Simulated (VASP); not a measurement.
# C in VASP: single point with PBE

Aim: the single point of C with PBE.

Program: VASP 6.6.1. These are calculated values, not measurements. Logs are shortened: lines on timing, memory, paths and dates and some standing lists are left out, and cuts for length are marked.

## (1) The cell of the first run

The cell holds a slab with vacuum, 19 atoms: a = 7.398 Å, b = 7.398 Å, c = 11.000 Å, α = 90.00°, β = 90.00°, γ = 120.00°.

## (2) Single point, PBE, collinear spin

File INCAR:

```
SYSTEM = C
  ALGO = Normal
  EDIFF = 1E-7
  ENCUT = 520
  GGA = PE
  ISIF = 2
  ISMEAR = -1
  ISPIN = 2
  LASPH = .TRUE.
  LCHARG = .FALSE.
  LORBIT = 11
  LREAL = Auto
  LWAVE = .FALSE.
  MAGMOM = 0 0 0 0 0 0 0 0 0 0 0 0 0 0 0 0 0 0 1
  NBANDS = 57
  NELM = 150
  PREC = Accurate
  SIGMA = 0.05
```

File KPOINTS:

```
k-points
0
G
  2 2 1
  0 0 0
```

File POSCAR:

```
C
1.0
    7.3980000000      0.0000000000      0.0000000000
   -3.6990000000      6.4068560000      0.0000000000
    0.0000000000      0.0000000000     11.0000000000
C
19
Direct
    0.0038613434      0.0001290899      0.0821150529
    0.2229000871      0.1065577478      0.0916974772
    0.0038960579      0.3342011905      0.0823744873
    0.2230138611      0.4467385478      0.0920535413
    0.0043239794      0.6674232153      0.0834458182
    0.2242748309      0.7773523354      0.0844867443
    0.3357818707     -0.0001638368      0.0888302893
    0.5604270761      0.1122999134      0.0886584214
    0.3280209799      0.3289801395      0.1198488421
    0.5681252208      0.4495415580      0.1198952464
    0.3358617952      0.6663505991      0.0890375192
    0.5604487999      0.7787571041      0.0885899824
    0.6719797828      0.0012945467      0.0838449497
    0.8919314581      0.1111980359      0.0830595691
    0.6732221768      0.3318990587      0.0916732342
    0.8923046890      0.4444064709      0.0823902007
    0.6733416484      0.6720568976      0.0915888408
    0.8923875063      0.7784293121      0.0821621482
    0.4483660364      0.3894698741      0.2397023352
```

Potentials or basis: VASP PAW PBE potentials, release 64 (C).

Run with:

```sh
> cat potpaw_PBE.64/C/POTCAR > POTCAR
> mpirun -np 1 vasp_std > vasp.out
```

OUTCAR:

```text
SYSTEM = C
   EDIFF = 1E-7
   ENCUT = 520
   GGA = PE
   ISIF = 2
   ISMEAR = -1
   ISPIN = 2
   LASPH = .TRUE.
   LORBIT = 11
   LREAL = Auto
   NELM = 150
   PREC = Accurate

 ion  position               nearest neighbor table
   1  0.004  0.000  0.082-   2 1.41  18 1.42  14 1.43
   2  0.223  0.107  0.092-   1 1.41   7 1.41   9 1.46
   3  0.004  0.334  0.082-   4 1.41  16 1.42  14 1.43
   4  0.223  0.447  0.092-  11 1.41   3 1.41   9 1.46
   5  0.004  0.667  0.083-   6 1.41  18 1.43  16 1.43
   6  0.224  0.777  0.084-   5 1.41   7 1.43  11 1.43
   7  0.336  1.000  0.089-   2 1.41   6 1.43   8 1.44
   8  0.560  0.112  0.089-  15 1.41  13 1.43   7 1.44
   9  0.328  0.329  0.120-   2 1.46   4 1.46  19 1.53  10 1.54
  10  0.568  0.450  0.120-  17 1.46  15 1.46  19 1.52   9 1.54
  11  0.336  0.666  0.089-   4 1.41   6 1.43  12 1.44
  12  0.560  0.779  0.089-  17 1.41  13 1.43  11 1.44
  13  0.672  0.001  0.084-  14 1.41  12 1.43   8 1.43
  14  0.892  0.111  0.083-  13 1.41   1 1.43   3 1.43
  15  0.673  0.332  0.092-   8 1.41  16 1.41  10 1.46
  16  0.892  0.444  0.082-  15 1.41   3 1.42   5 1.43
  17  0.673  0.672  0.092-  18 1.41  12 1.41  10 1.46
  18  0.892  0.778  0.082-  17 1.41   1 1.42   5 1.43
  19  0.448  0.389  0.240-  10 1.52   9 1.53

  LATTYP: Found a hexagonal cell.
 ALAT       =     7.3980000000
 C/A-ratio  =     1.4868883482

  Lattice vectors:

 A1 = (   7.3980000000,   0.0000000000,   0.0000000000)
 A2 = (  -3.6990000000,   6.4068560000,   0.0000000000)
 A3 = (   0.0000000000,   0.0000000000,  11.0000000000)

Analysis of symmetry for initial positions (statically):
=====================================================================
 Subroutine PRICEL returns:
 Original cell was already a primitive cell.

 Routine SETGRP: Setting up the symmetry group for a
 hexagonal supercell.

 Subroutine GETGRP returns: Found  1 space group operations
 (whereof  1 operations were pure point group operations)
 out of a pool of 24 trial point group operations.

The static configuration has the point symmetry C_1 .

Analysis of symmetry for dynamics (positions and initial velocities):
=====================================================================
 Subroutine PRICEL returns:
 Original cell was already a primitive cell.

 Routine SETGRP: Setting up the symmetry group for a
 hexagonal supercell.

 Subroutine GETGRP returns: Found  1 space group operations
 (whereof  1 operations were pure point group operations)
 out of a pool of 24 trial point group operations.

The dynamic configuration has the point symmetry C_1 .

Analysis of structural, dynamic, and magnetic symmetry:
=====================================================================
 Subroutine PRICEL returns:
 Original cell was already a primitive cell.

 Routine SETGRP: Setting up the symmetry group for a
 hexagonal supercell.

 Subroutine GETGRP returns: Found  1 space group operations
 (whereof  1 operations were pure point group operations)
 out of a pool of 24 trial point group operations.

The overall configuration has the point symmetry C_1 .

 Subroutine INISYM returns: Found  1 space group operations
 (whereof  1 operations are pure point group operations),
 and found     1 'primitive' translations

----------------------------------------------------------------------------------------

                                     Primitive cell

  volume of cell :     521.3771

  direct lattice vectors                    reciprocal lattice vectors
     7.398000000  0.000000000  0.000000000     0.135171668  0.078041398  0.000000000
    -3.699000000  6.406856000  0.000000000     0.000000000  0.156082796  0.000000000
     0.000000000  0.000000000 11.000000000     0.000000000  0.000000000  0.090909091

  length of vectors
     7.398000000  7.398000054 11.000000000     0.156082797  0.156082796  0.090909091

  position of ions in fractional coordinates (direct lattice)
     0.003861343  0.000129090  0.082115053
     0.222900087  0.106557748  0.091697477
     0.003896058  0.334201191  0.082374487
[... 71 lines left out ...]
   k-points           NKPTS =      4   k-points in BZ     NKDIM =      4   number of bands    NBANDS=     57
   number of dos      NEDOS =    301   number of ions     NIONS =     19
   total plane-waves  NPLWV = 263424
   dimension x,y,z NGX =    56 NGY =   56 NGZ =   84
   dimension x,y,z NGXF=   112 NGYF=  112 NGZF=  168
   ions per type =              19
   NGX,Y,Z   is equivalent  to a cutoff of  12.58, 12.58, 12.70 a.u.
   NGXF,Y,Z  is equivalent  to a cutoff of  25.17, 25.17, 25.39 a.u.
 SYSTEM =  C
   PREC   = accura    normal or accurate (medium, high low for compatibility)
   ISTART =      0    job   : 0-new  1-cont  2-samecut
   ICHARG =      2    charge: 1-file 2-atom 10-const
   ISPIN  =      2    spin polarized calculation?
   LNONCOLLINEAR =      F non collinear calculations
   LSORBIT =      F    spin-orbit coupling
   LASPH  =      T    aspherical Exc in radial PAW
   ENCUT  =  520.0 eV  38.22 Ry    6.18 a.u.  13.76 13.76 20.45*2*pi/ulx,y,z
   NELM   =    150;   NELMIN=  2; NELMDL= -5     # of ELM steps
   EDIFF  = 0.1E-06   stopping-criterion for ELM
   LREAL  =      T    real-space projection
   EDIFFG = 0.1E-05   stopping-criterion for IOM
   NSW    =      0    number of steps for IOM
   IBRION =     -1    ionic relax: 0-MD 1-quasi-New 2-CG
   NFREE  =      0    steps in history (QN), initial steepest desc. (CG)
   ISIF   =      2    stress and relaxation
   ISYM   =      2    0-nonsym 1-usesym 2-fastsym
   POTIM  = 0.5000    time-step for ionic-motion
   TEBEG  =    0.0;   TEEND  =   0.0 temperature during run
   PSTRESS=    0.0 pullay stress
   NELECT =      76.0000    total number of electrons
   NUPDOWN=      -1.0000    fix difference up-down
   EMIN   =  10.00;   EMAX   =-10.00  energy-range for DOS
   EFERMI =   0.00;   METHOD = LEGACY
   ISMEAR =    -1;   SIGMA  =   0.05  broadening in eV -4-tet -1-fermi 0-gaus
   EFERMI_NEDOS =   21; number of points for ismear=-14 and -15
   IALGO  =     38    algorithm
   IMIX   =      4    mixing-type and parameters
     AMIX     =   0.40;   BMIX     =  1.00
     AMIX_MAG =   1.60;   BMIX_MAG =  1.00
  volume/ion in A,a.u.               =      27.44       185.18
  Fermi-wavevector in a.u.,A,eV,Ry     =   0.861580  1.628149 10.099867  0.742319
  Thomas-Fermi vector in A             =   1.979254
   LORBIT       =     11    0 simple, 1 ext, 2 COOP (PROOUT), +10 PAW based schemes
   GGA     = PE    functional components
   LHFCALC =     F    Hartree Fock is set to
   AEXX    =    0.0000 exact exchange contribution
   IVDW    =     0    specifies the selected vdW correction
   LEPSILON=     F    determine dielectric tensor
   LRPA    =     F    only Hartree local field effects (RPA)
 spin polarized calculation
  energy-cutoff  :      520.00
  volume of cell :      521.38
 maximum number of plane-waves:     14099
 NGX is ok and might be reduce to    56
   NGX = 27   NGY = 27   NGZ = 41

 number of electron      76.0000000 magnetization       0.5384472

 Free energy of the ion-electron system (eV)
  ---------------------------------------------------
  ext. energy  EPLUGINS =         0.00000000
  ---------------------------------------------------
  free energy    TOTEN  =      -168.71336055 eV

  energy without entropy =     -168.67349677  energy(sigma->0) =     -168.69342866

 E-fermi :  -1.9491     XC(G=0):  -4.1966

 val. band max:       -1.9717817426   @ k =   0.5000   0.5000   0.0000
 cond. band min:      -1.8014862238   @ k =   0.0000   0.0000   0.0000
 fundamental gap:      0.1702955188
 Fermi energy:        -1.9490944474

 spin component 1

 k-point     1 :       0.0000    0.0000    0.0000
  band No.  band energies     occupation
      1     -21.6217      1.00000
      2     -19.8663      1.00000
      3     -18.8933      1.00000
      4     -18.8345      1.00000
      5     -18.7730      1.00000
      6     -18.7185      1.00000
[... 201 lines left out ...]
     49       4.2338      0.00000
     50       4.3710      0.00000
 Fermi energy:        -1.9490944474

 spin component 2

 k-point     1 :       0.0000    0.0000    0.0000
  band No.  band energies     occupation
      1     -21.5786      1.00000
      2     -19.7865      1.00000
      3     -18.8787      1.00000
      4     -18.8191      1.00000
      5     -18.7513      1.00000
      6     -18.7090      1.00000
[... 201 lines left out ...]
     49       4.2527      0.00000
     50       4.3922      0.00000
 [bands above 50 left out]

------------------------ aborting loop because EDIFF is reached ----------------------------------------

  FORCE on cell =-STRESS in cart. coord.  units (eV):
  Direction    XX          YY          ZZ          XY          YZ          ZX
  --------------------------------------------------------------------------------------
  -------------------------------------------------------------------------------------
  Total        3.8036502      4.9238773     -0.0759586     -0.8800879      0.0015759     -0.0015590
  in kB       11.6885108     15.1309371     -0.2334185     -2.7044854      0.0048428     -0.0047906
  external PRESSURE =       8.8620098 kB  Pullay stress =       0.0000000 kB

 VOLUME and BASIS-vectors are now :
 -----------------------------------------------------------------------------
  energy-cutoff  :      520.00
  volume of cell :      521.38
      direct lattice vectors                 reciprocal lattice vectors
     7.398000000  0.000000000  0.000000000     0.135171668  0.078041398  0.000000000
    -3.699000000  6.406856000  0.000000000     0.000000000  0.156082796  0.000000000
     0.000000000  0.000000000 11.000000000     0.000000000  0.000000000  0.090909091

 POSITION                                       TOTAL-FORCE (eV/Angst)
 -----------------------------------------------------------------------------------
      0.02809      0.00083      0.90327        -0.014475      0.027625     -0.005405
      1.25486      0.68270      1.00867         0.033259      0.008760     -0.031371
     -1.20739      2.14118      0.90612         0.015691     -0.023942     -0.006547
     -0.00263      2.86219      1.01259         0.009524      0.005033     -0.040428
     -2.43681      4.27608      0.91790         0.010169     -0.022381      0.018120
     -1.21624      4.98038      0.92935         0.012583     -0.008998     -0.018330
[... 11 lines left out ...]
      3.72247      4.98728      0.90378         0.006406     -0.023285     -0.010376
      1.87636      2.49528      2.63673        -0.003093     -0.010393      0.055434
 -----------------------------------------------------------------------------------
    total drift:                                0.014661      0.007996      0.011874

  FREE ENERGIE OF THE ION-ELECTRON SYSTEM (eV)
  ---------------------------------------------------
  free  energy   TOTEN  =      -168.7133605469 eV

  energy  without entropy=     -168.6734967681  energy(sigma->0) =     -168.69342866

 total charge

# of ion       s       p       d       tot
------------------------------------------
    1        0.866   1.789   0.000   2.655
    2        0.866   1.778   0.000   2.644
    3        0.866   1.788   0.000   2.654
    4        0.865   1.777   0.000   2.643
    5        0.861   1.797   0.000   2.658
    6        0.863   1.791   0.000   2.654
[... 11 lines left out ...]
   18        0.866   1.789   0.000   2.656
   19        0.985   1.295   0.000   2.280
--------------------------------------------------
tot         16.486  33.468   0.000  49.953

 magnetization (x)

# of ion       s       p       d       tot
------------------------------------------
    1        0.000   0.006   0.000   0.006
    2        0.003   0.008   0.000   0.010
    3        0.000   0.006   0.000   0.006
    4        0.003   0.008   0.000   0.010
    5        0.000   0.003   0.000   0.003
    6       -0.000  -0.001   0.000  -0.001
[... 11 lines left out ...]
   18        0.000   0.006   0.000   0.006
   19        0.012   0.177   0.000   0.189
--------------------------------------------------
tot          0.023   0.259   0.000   0.282
```

Run time: 12 min. Hardware: 1 thread of Intel Xeon 8259CL, shared host; peak memory 0.75 GiB.

What came out:

- Free energy: -168.7134 eV
- Largest force: 0.078 eV/Å
- Net moment: 0.54 μB per cell
- Site moments: C +0.01, +0.00, -0.00, -0.01, +0.19 (each value once) μB
- Valence electrons inside the program's atomic spheres: C 2.65, 2.64, 2.66, 2.28 (each value once)

Forces on the atoms (eV/Å):
```
C   -0.014  0.028 -0.005
C    0.033  0.009 -0.031
C    0.016 -0.024 -0.007
C    0.010  0.005 -0.040
C    0.010 -0.022  0.018
C    0.013 -0.009 -0.018
C   -0.006  0.020  0.008
C   -0.014  0.017  0.009
C   -0.055  0.026  0.025
C    0.077 -0.007 -0.005
C   -0.005 -0.011  0.004
C    0.031 -0.013  0.019
C   -0.004 -0.009  0.012
C   -0.004  0.008  0.019
C   -0.035 -0.013 -0.010
C   -0.004  0.040 -0.008
C   -0.049 -0.011 -0.034
C    0.006 -0.023 -0.010
C   -0.003 -0.010  0.055
```

Levels at points of the mesh, in eV from the Fermi level:
Spin up:
| k point | band 35 | band 36 | band 37 | band 38 | band 39 | band 40 | band 41 | band 42 |
| --- | --- | --- | --- | --- | --- | --- | --- | --- |
| (0.00, 0.00, 0.00) | -2.30 | -2.19 | -0.21 | -0.07 | 0.15 | 0.35 | 1.76 | 3.84 |
| (0.50, 0.00, 0.00) | -2.46 | -2.30 | -1.57 | -0.17 | 0.16 | 1.24 | 2.30 | 2.62 |
| (0.00, 0.50, 0.00) | -2.44 | -2.27 | -1.50 | -0.75 | -0.02 | 1.95 | 2.41 | 2.70 |
| (0.50, 0.50, 0.00) | -2.44 | -2.28 | -1.50 | -0.76 | -0.02 | 1.95 | 2.41 | 2.70 |
Spin down:
| k point | band 34 | band 35 | band 36 | band 37 | band 38 | band 39 | band 40 | band 41 | band 42 | band 43 |
| --- | --- | --- | --- | --- | --- | --- | --- | --- | --- | --- |
| (0.00, 0.00, 0.00) | -2.87 | -2.12 | -2.11 | -0.16 | 0.16 | 0.19 | 1.16 | 1.80 | 3.85 | 3.99 |
| (0.50, 0.00, 0.00) | -2.46 | -2.43 | -2.27 | -1.42 | -0.11 | 1.05 | 1.28 | 2.32 | 2.66 | 3.30 |
| (0.00, 0.50, 0.00) | -2.49 | -2.40 | -2.25 | -1.34 | -0.69 | 0.80 | 2.00 | 2.52 | 2.73 | 2.90 |
| (0.50, 0.50, 0.00) | -2.49 | -2.40 | -2.25 | -1.34 | -0.69 | 0.80 | 2.00 | 2.52 | 2.73 | 2.90 |

Caveat: the k points lie up to 0.49 Å⁻¹ apart; there is no dipole correction, which matters where the two faces differ.
